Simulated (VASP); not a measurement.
# ZnO (P6_3mc) in VASP: single point with r2SCAN+rVV10

Aim: the single point of ZnO with r2SCAN+rVV10.

All numbers are computed with VASP 6.6.1; they aren't measurements. Logs are shortened: lines on timing, memory, paths and dates and some standing lists are left out, and cuts for length are marked.

### 1 The cell of the first run

The structure is hexagonal, space group P6_3mc (No. 186). The conventional cell has a = 3.216 Å, b = 3.216 Å, c = 10.442 Å, α = 90.00°, β = 90.00°, γ = 120.00°. Zn (site symmetry 3m) has 4 O at 1.97 Å within 2.6 Å. Zn (site symmetry 3m) has 4 O at 1.96 to 1.97 Å within 2.6 Å. O (site symmetry 3m) has 4 Zn at 1.96 to 1.97 Å within 2.6 Å. Within 2.6 Å of O (site symmetry 3m) lie 4 Zn at 1.97 Å.

### 2 Single point, r2SCAN+rVV10

POSCAR reads:

```
ZnO
1.0
    3.2164780965      0.0000000000      0.0000000000
   -1.6082390482      2.7855517423      0.0000000000
    0.0000000000      0.0000000000     10.4422944610
Zn O
4 4
Direct
    0.0000000000      0.0000000000     -0.0005712966
    0.3333333333      0.6666666667      0.2495865606
    0.0000000000      0.0000000000      0.4994287034
    0.6666666667      0.3333333333      0.7495865606
    0.0000000000      0.0000000000      0.1881156868
    0.3333333333      0.6666666667      0.4378690491
    0.0000000000      0.0000000000      0.6881156868
    0.6666666667      0.3333333333      0.9378690491
```

INCAR.step1 reads:

```
SYSTEM = ZnO
PREC     = Accurate       ! precision mode
ENCUT    = 520            ! plane-wave cutoff, eV
ISMEAR   = -1             ! smearing method
SIGMA    = 0.03           ! smearing width, eV
LREAL    = .False.        ! projectors in reciprocal space
LASPH    = .True.         ! aspherical terms in the spheres
NELM     = 100            ! most SCF steps
NBANDS   = 46             ! bands
GGA      = PE             ! functional
ALGO     = Normal         ! electronic algorithm
EDIFF    = 1E-4           ! SCF threshold, eV
LWAVE    = .True.         ! write WAVECAR
LCHARG   = .False.        ! write CHGCAR
```

INCAR.step2 reads:

```
SYSTEM = ZnO
PREC     = Accurate       ! precision mode
ENCUT    = 520            ! plane-wave cutoff, eV
EDIFF    = 1E-6           ! SCF threshold, eV
ISMEAR   = -1             ! smearing method
SIGMA    = 0.03           ! smearing width, eV
LREAL    = .False.        ! projectors in reciprocal space
LASPH    = .True.         ! aspherical terms in the spheres
NELM     = 100            ! most SCF steps
ALGO     = Normal         ! electronic algorithm
ISIF     = 2              ! what is computed and relaxed
LWAVE    = .False.        ! write WAVECAR
LCHARG   = .False.        ! write CHGCAR
METAGGA  = R2SCAN         ! meta-GGA
LMIXTAU  = .True.       
LUSE_VDW = .True.       
IVDW_NL  = 2            
BPARAM   = 11.95        
CPARAM   = 0.0093       
NBANDS   = 46             ! bands
ISTART   = 1
```

KPOINTS reads:

```
Automatic mesh
0
Gamma
  12 12 4
  0 0 0
```

Potentials or basis: VASP PAW PBE potentials, release 64 (Zn, O).

The run is started by

```
> cat potpaw_PBE.64/Zn/POTCAR potpaw_PBE.64/O/POTCAR > POTCAR
> cp INCAR.step1 INCAR
> mpirun -np 1 vasp_std > vasp.out
> cp INCAR.step2 INCAR
> mpirun -np 1 vasp_std > vasp.out
```

OUTCAR:

```text
SYSTEM = ZnO
   PREC = Accurate
   ENCUT = 520
   EDIFF = 1E-6
   ISMEAR = -1
   LREAL = .False.
   LASPH = .True.
   NELM = 100
   ISIF = 2
   METAGGA = R2SCAN
   IVDW_NL = 2
   BPARAM = 11.95
   ISTART = 1

 ion  position               nearest neighbor table
   1  0.000  0.000  0.999-   8 1.97   8 1.97   8 1.97   5 1.97
   2  0.333  0.667  0.250-   5 1.96   5 1.96   5 1.96   6 1.97
   3  0.000  0.000  0.499-   6 1.97   6 1.97   6 1.97   7 1.97
   4  0.667  0.333  0.750-   7 1.96   7 1.96   7 1.96   8 1.97
   5  0.000  0.000  0.188-   2 1.96   2 1.96   2 1.96   1 1.97
   6  0.333  0.667  0.438-   3 1.97   3 1.97   3 1.97   2 1.97
   7  0.000  0.000  0.688-   4 1.96   4 1.96   4 1.96   3 1.97
   8  0.667  0.333  0.938-   1 1.97   1 1.97   1 1.97   4 1.97

  LATTYP: Found a hexagonal cell.
 ALAT       =     3.2164780965
 C/A-ratio  =     3.2464994779

  Lattice vectors:

 A1 = (   3.2164780965,   0.0000000000,   0.0000000000)
 A2 = (  -1.6082390482,   2.7855517423,   0.0000000000)
 A3 = (   0.0000000000,   0.0000000000,  10.4422944610)

Analysis of symmetry for initial positions (statically):
=====================================================================
 Subroutine PRICEL returns:
 Original cell was already a primitive cell.

 Routine SETGRP: Setting up the symmetry group for a
 hexagonal supercell.

 Subroutine GETGRP returns: Found 12 space group operations
 (whereof  6 operations were pure point group operations)
 out of a pool of 24 trial point group operations.

The static configuration has the point symmetry C_3v.
 The point group associated with its full space group is C_6v.

Analysis of symmetry for dynamics (positions and initial velocities):
=====================================================================
 Subroutine PRICEL returns:
 Original cell was already a primitive cell.

 Routine SETGRP: Setting up the symmetry group for a
 hexagonal supercell.

 Subroutine GETGRP returns: Found 12 space group operations
 (whereof  6 operations were pure point group operations)
 out of a pool of 24 trial point group operations.

The dynamic configuration has the point symmetry C_3v.
 The point group associated with its full space group is C_6v.

 Subroutine INISYM returns: Found 12 space group operations
 (whereof  6 operations are pure point group operations),
 and found     1 'primitive' translations

[... 111 lines left out ...]
   NFREE  =      0    steps in history (QN), initial steepest desc. (CG)
   ISIF   =      2    stress and relaxation
   ISYM   =      2    0-nonsym 1-usesym 2-fastsym
   POTIM  = 0.5000    time-step for ionic-motion
   TEBEG  =    0.0;   TEEND  =   0.0 temperature during run
   PSTRESS=    0.0 pullay stress
   NELECT =      72.0000    total number of electrons
   NUPDOWN=      -1.0000    fix difference up-down
   EMIN   =  10.00;   EMAX   =-10.00  energy-range for DOS
   EFERMI =   0.00;   METHOD = LEGACY
   ISMEAR =    -1;   SIGMA  =   0.03  broadening in eV -4-tet -1-fermi 0-gaus
   EFERMI_NEDOS =   21; number of points for ismear=-14 and -15
   IALGO  =     38    algorithm
   IMIX   =      4    mixing-type and parameters
     AMIX     =   0.40;   BMIX     =  1.00
     AMIX_MAG =   1.60;   BMIX_MAG =  1.00
  volume/ion in A,a.u.               =      11.69        78.92
  Fermi-wavevector in a.u.,A,eV,Ry     =   1.500225  2.835014 30.622295  2.250675
  Thomas-Fermi vector in A             =   2.611753
   LORBIT       =      0    0 simple, 1 ext, 2 COOP (PROOUT), +10 PAW based schemes
   METAGGA = R2SCAN    functional components
   LHFCALC =     F    Hartree Fock is set to
   AEXX    =    0.0000 exact exchange contribution
   IVDW_NL    =     2    kernel type
   BPARAM     =11.9500
   IVDW    =     0    specifies the selected vdW correction
   LEPSILON=     F    determine dielectric tensor
   LRPA    =     F    only Hartree local field effects (RPA)
 non-spin polarized calculation
  energy-cutoff  :      520.00
  volume of cell :       93.56
 maximum number of plane-waves:      2568
 NGX is ok and might be reduce to    24
   NGX = 11   NGY = 11   NGZ = 39

 number of electron      72.0000017 magnetization

 Free energy of the ion-electron system (eV)
  ---------------------------------------------------
  ext. energy  EPLUGINS =         0.00000000
  ---------------------------------------------------
  free energy    TOTEN  =       -70.46505606 eV

  energy without entropy =      -70.46505606  energy(sigma->0) =      -70.46505606

 E-fermi :   1.5621     XC(G=0): -11.8298

 val. band max:        0.9932804851   @ k =   0.0000   0.0000   0.0000
 cond. band min:       2.1277965149   @ k =   0.0000   0.0000   0.0000
 fundamental gap:      1.1345160298
 Fermi energy:         1.5621279247

 k-point     1 :       0.0000    0.0000    0.0000
  band No.  band energies     occupation
      1     -18.2355      2.00000
      2     -17.9102      2.00000
      3     -17.8811      2.00000
      4     -17.5354      2.00000
      5      -5.1555      2.00000
      6      -5.1109      2.00000
[... 1165 lines left out ...]
     45      12.2856      0.00000
     46      12.9640      0.00000

 [... further k-points ...]

------------------------ aborting loop because EDIFF is reached ----------------------------------------

  FORCE on cell =-STRESS in cart. coord.  units (eV):
  Direction    XX          YY          ZZ          XY          YZ          ZX
  --------------------------------------------------------------------------------------
  -------------------------------------------------------------------------------------
  Total        0.6399126      0.6399126      0.6697873      0.0000000      0.0000000      0.0000000
  in kB       10.9583080     10.9583080     11.4699034      0.0000000      0.0000000      0.0000000
  external PRESSURE =      11.1288398 kB  Pullay stress =       0.0000000 kB

 VOLUME and BASIS-vectors are now :
 -----------------------------------------------------------------------------
  energy-cutoff  :      520.00
  volume of cell :       93.56
      direct lattice vectors                 reciprocal lattice vectors
     3.216478096  0.000000000  0.000000000     0.310899055  0.179497653  0.000000000
    -1.608239048  2.785551742  0.000000000     0.000000000  0.358995306  0.000000000
     0.000000000  0.000000000 10.442294461     0.000000000  0.000000000  0.095764394

 POSITION                                       TOTAL-FORCE (eV/Angst)
 -----------------------------------------------------------------------------------
      0.00000      0.00000     10.43633         0.000000     -0.000000     -0.002731
     -0.00000      1.85703      2.60626        -0.000000      0.000000     -0.009608
      0.00000      0.00000      5.21518        -0.000000      0.000000     -0.002731
      1.60824      0.92852      7.82740         0.000000     -0.000000     -0.009608
      0.00000      0.00000      1.96436        -0.000000      0.000000      0.004874
     -0.00000      1.85703      4.57236         0.000000      0.000000      0.007465
      0.00000      0.00000      7.18551         0.000000      0.000000      0.004874
      1.60824      0.92852      9.79350         0.000000      0.000000      0.007465
 -----------------------------------------------------------------------------------
    total drift:                                0.000003      0.000005     -0.059459

  FREE ENERGIE OF THE ION-ELECTRON SYSTEM (eV)
  ---------------------------------------------------
  free  energy   TOTEN  =       -70.4650560589 eV

  energy  without entropy=      -70.4650560588  energy(sigma->0) =      -70.46505606
```

OUTCAR.step1:

```text
SYSTEM = ZnO
   PREC = Accurate
   ENCUT = 520
   ISMEAR = -1
   LREAL = .False.
   LASPH = .True.
   NELM = 100
[... 1422 lines left out ...]
     -0.00000      1.85703      4.57236        -0.000000      0.000000      0.004816
      0.00000      0.00000      7.18551        -0.000000      0.000000     -0.002861
      1.60824      0.92852      9.79350         0.000000      0.000000      0.004816
 -----------------------------------------------------------------------------------
    total drift:                                0.000002      0.000003     -0.004193

  FREE ENERGIE OF THE ION-ELECTRON SYSTEM (eV)
  ---------------------------------------------------
  free  energy   TOTEN  =       -35.5456715558 eV

  energy  without entropy=      -35.5456715278  energy(sigma->0) =      -35.54567154
```

It took 17 min on 1 thread of Oxide Virtual Turin-like, shared host; peak memory 0.48 GiB.

Results:

```
Free energy            : -70.4651 eV
Pressure               : 1.1 GPa
Largest force          : 0.010 eV/Å
Band gap on the k mesh : 1.13 eV
```

Forces in eV/Å, atoms in the order of the input:
```
Zn   0.000  0.000 -0.003
Zn   0.000  0.000 -0.010
Zn   0.000  0.000 -0.003
Zn   0.000  0.000 -0.010
O    0.000  0.000  0.005
O    0.000  0.000  0.007
O    0.000  0.000  0.005
O    0.000  0.000  0.007
```

Caveat: the PAW data sets were made with another functional, which shifts forces and pressure a little. A k mesh can miss the band edges.
